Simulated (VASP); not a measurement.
# SnO in VASP: single point with PBE+D3(BJ)

Aim: the single point of SnO with PBE+D3(BJ).

All numbers are computed with VASP 6.6.1; they aren't measurements. Logs are shortened: lines on timing, memory, paths and dates and some standing lists are left out, and cuts for length are marked.

**1. The cell of the first run**

The cell holds a slab with vacuum, 8 atoms: a = 3.820 Å, b = 3.820 Å, c = 22.226 Å, α = 90.00°, β = 90.00°, γ = 90.00°.

**2. Single point, PBE+D3(BJ)**

Input file INCAR:

```
ALGO = Normal
DIPOL = 0.5 0.5 0.407
EDIFF = 1E-6
ENCUT = 520
GGA = PE
IDIPOL = 3
ISIF = 2
ISMEAR = 0
IVDW = 12
LASPH = T
LCHARG = F
LDIPOL = T
LREAL = F
LWAVE = F
NBANDS = 50
NELM = 60
PREC = Accurate
SIGMA = 0.05
```

Input file KPOINTS:

```
k-points
0
Gamma
  7 7 1
```

Input file POSCAR:

```
SnO
1.0
    3.8201630995      0.0000000000      0.0000000000
    0.0000000000      3.8201630995      0.0000000000
    0.0000000000      0.0000000000     22.2260821294
Sn O
4 4
Direct
    0.7500000000      0.2500000000      0.2024648327
    0.2500000000      0.7500000000      0.3087832136
    0.2500000000      0.7500000000      0.5044992185
    0.7500000000      0.2500000000      0.6108175994
    0.2500000000      0.2500000000      0.2556240231
    0.7500000000      0.7500000000      0.2556240231
    0.7500000000      0.7500000000      0.5576584089
    0.2500000000      0.2500000000      0.5576584089
```

Potentials or basis: VASP PAW PBE potentials, release 64 (Sn_d, O).

Run with:

```bash
$ cat potpaw_PBE.64/Sn_d/POTCAR potpaw_PBE.64/O/POTCAR > POTCAR
$ mpirun -np 1 vasp_std > vasp.out
```

OUTCAR:

```text
EDIFF = 1E-6
   ENCUT = 520
   GGA = PE
   ISIF = 2
   ISMEAR = 0
   IVDW = 12
   LASPH = T
   LREAL = F
   NELM = 60
   PREC = Accurate
 IVDW          = 12

 ion  position               nearest neighbor table
   1  0.750  0.250  0.202-   5 2.25   6 2.25   6 2.25   5 2.25   2 3.59   2 3.59   2 3.59   2 3.59

   2  0.250  0.750  0.309-   5 2.25   6 2.25   5 2.25   6 2.25   1 3.59   1 3.59   1 3.59   1 3.59

   3  0.250  0.750  0.504-   7 2.25   8 2.25   8 2.25   7 2.25   4 3.59   4 3.59   4 3.59   4 3.59

   4  0.750  0.250  0.611-   7 2.25   8 2.25   7 2.25   8 2.25   3 3.59   3 3.59   3 3.59   3 3.59

   5  0.250  0.250  0.256-   1 2.25   1 2.25   2 2.25   2 2.25
   6  0.750  0.750  0.256-   1 2.25   1 2.25   2 2.25   2 2.25
   7  0.750  0.750  0.558-   3 2.25   3 2.25   4 2.25   4 2.25
   8  0.250  0.250  0.558-   3 2.25   3 2.25   4 2.25   4 2.25

  LATTYP: Found a simple tetragonal cell.
 ALAT       =     3.8201630995
 C/A-ratio  =     5.8180976965

  Lattice vectors:

 A1 = (   3.8201630995,   0.0000000000,   0.0000000000)
 A2 = (   0.0000000000,   3.8201630995,   0.0000000000)
 A3 = (   0.0000000000,   0.0000000000,  22.2260821294)

Analysis of symmetry for initial positions (statically):
=====================================================================
 Subroutine PRICEL returns:
 Original cell was already a primitive cell.

 Routine SETGRP: Setting up the symmetry group for a
 simple tetragonal supercell.

 Subroutine GETGRP returns: Found 16 space group operations
 (whereof  2 operations were pure point group operations)
 out of a pool of 16 trial point group operations.

The static configuration has the point symmetry C_1h.
 The point group associated with its full space group is D_4h.

Analysis of symmetry for dynamics (positions and initial velocities):
=====================================================================
 Subroutine PRICEL returns:
 Original cell was already a primitive cell.

 Routine SETGRP: Setting up the symmetry group for a
 simple tetragonal supercell.

 Subroutine GETGRP returns: Found 16 space group operations
 (whereof  2 operations were pure point group operations)
 out of a pool of 16 trial point group operations.

The dynamic configuration has the point symmetry C_1h.
 The point group associated with its full space group is D_4h.

 Subroutine INISYM returns: Found 16 space group operations
 (whereof  2 operations are pure point group operations),
 and found     1 'primitive' translations

[... 106 lines left out ...]
   ISMEAR =     0;   SIGMA  =   0.05  broadening in eV -4-tet -1-fermi 0-gaus
   EFERMI_NEDOS =   21; number of points for ismear=-14 and -15
   IALGO  =     38    algorithm
   IMIX   =      4    mixing-type and parameters
     AMIX     =   0.40;   BMIX     =  1.00
     AMIX_MAG =   1.60;   BMIX_MAG =  1.00
  volume/ion in A,a.u.               =      40.54       273.61
  Fermi-wavevector in a.u.,A,eV,Ry     =   1.026666  1.940118 14.341131  1.054043
  Thomas-Fermi vector in A             =   2.160571
   LORBIT       =      0    0 simple, 1 ext, 2 COOP (PROOUT), +10 PAW based schemes
   GGA     = PE    functional components
   LHFCALC =     F    Hartree Fock is set to
   AEXX    =    0.0000 exact exchange contribution
   IVDW    =    12    specifies the selected vdW correction
   LEPSILON=     F    determine dielectric tensor
   LRPA    =     F    only Hartree local field effects (RPA)
 non-spin polarized calculation
 Gauss-broadening in eV      SIGMA  =   0.05
  energy-cutoff  :      520.00
  volume of cell :      324.36
 maximum number of plane-waves:      8769
   NGX = 15   NGY = 15   NGZ = 83

 dipolmoment           0.000000      0.000000      0.000239 electrons x Angstroem

 number of electron      79.9999971 magnetization

 dipolmoment           0.000000      0.000000     -0.000005 electrons x Angstroem

 Free energy of the ion-electron system (eV)
  ---------------------------------------------------
  ext. energy  EPLUGINS =         0.00000000
  ---------------------------------------------------
  free energy    TOTEN  =       -45.13426795 eV

  energy without entropy =      -45.13426795  energy(sigma->0) =      -45.13426795

 E-fermi :   0.0713     XC(G=0):  -5.3274

 val. band max:       -0.2099036444   @ k =   0.1429   0.1429   0.0000
 cond. band min:       2.3065815110   @ k =   0.4286   0.0000   0.0000
 fundamental gap:      2.5164851553
 Fermi energy:         0.0712674901

 k-point     1 :       0.0000    0.0000    0.0000
  band No.  band energies     occupation
      1     -21.0414      2.00000
      2     -21.0414      2.00000
      3     -20.6808      2.00000
      4     -20.6807      2.00000
      5     -20.6436      2.00000
      6     -20.6436      2.00000
[... 519 lines left out ...]
     49       5.9620      0.00000
     50       6.0033      0.00000

------------------------ aborting loop because EDIFF is reached ----------------------------------------

 vacuum level on the upper side and lower side of the slab       (xc-potential included)        -0.171        -0.170

 Edisp (eV)   -1.22479

 E8    (eV) :    -0.5411

  FORCE on cell =-STRESS in cart. coord.  units (eV):
  Direction    XX          YY          ZZ          XY          YZ          ZX
  --------------------------------------------------------------------------------------
  -------------------------------------------------------------------------------------
  Total       0.22772     0.22772     0.38310    -0.00000     0.00000     0.00000
  in kB       1.12483     1.12483     1.89233    -0.00000     0.00000     0.00000
  external pressure =        1.38 kB  Pullay stress =        0.00 kB

 VOLUME and BASIS-vectors are now :
 -----------------------------------------------------------------------------
  energy-cutoff  :      520.00
  volume of cell :      324.36
      direct lattice vectors                 reciprocal lattice vectors
     3.820163100  0.000000000  0.000000000     0.261768928  0.000000000  0.000000000
     0.000000000  3.820163100  0.000000000     0.000000000  0.261768928  0.000000000
     0.000000000  0.000000000 22.226082129     0.000000000  0.000000000  0.044992185

 POSITION                                       TOTAL-FORCE (eV/Angst)
 -----------------------------------------------------------------------------------
      2.86512      0.95504      4.50000        -0.000000     -0.000000     -0.086102
      0.95504      2.86512      6.86304        -0.000000      0.000000      0.061130
      0.95504      2.86512     11.21304        -0.000000      0.000000     -0.061130
      2.86512      0.95504     13.57608        -0.000000      0.000000      0.086102
      0.95504      0.95504      5.68152        -0.000000     -0.000000     -0.001735
      2.86512      2.86512      5.68152         0.000000      0.000000     -0.001735
      2.86512      2.86512     12.39456        -0.000000     -0.000000      0.001735
      0.95504      0.95504     12.39456         0.000000     -0.000000      0.001735
 -----------------------------------------------------------------------------------
    total drift:                                0.000000      0.000000     -0.000162

  FREE ENERGIE OF THE ION-ELECTRON SYSTEM (eV)
  ---------------------------------------------------
  free  energy   TOTEN  =       -46.3590606499 eV

  energy  without entropy=      -46.3590606499  energy(sigma->0) =      -46.35906065

 vacuum level on the upper side and lower side of the slab         4.796         4.799
```

stdout:

```text
POSCAR found type information on POSCAR SnO
 POSCAR found :  2 types and       8 ions
 scaLAPACK will be used
 LDA part: xc-table for (Slater+PW92), standard interpolation
 POSCAR, INCAR and KPOINTS ok, starting setup
 FFT: planning ... GRIDC
 FFT: planning ... GRID_SOFT
 FFT: planning ... GRID
 WAVECAR not read
 entering main loop
```

It took 3.2 min on 1 thread of AMD EPYC 9R45 (Zen 5), shared host; peak memory 0.36 GiB.

What came out:

| Property | Result |
| --- | --- |
| Free energy | -46.3591 eV |
| Largest force | 0.086 eV/Å |
| Band gap on the k mesh | 2.52 eV (least direct gap 2.58 eV) |
| Dispersion energy per atom | -0.153 eV |

Forces in eV/Å, atoms in the order of the input:
```
Sn   0.000  0.000 -0.086
Sn   0.000  0.000  0.061
Sn   0.000  0.000 -0.061
Sn   0.000  0.000  0.086
O    0.000  0.000 -0.002
O    0.000  0.000 -0.002
O    0.000  0.000  0.002
O    0.000  0.000  0.002
```

Caveat: spin-orbit coupling is left out, which moves the levels of the heavy elements.
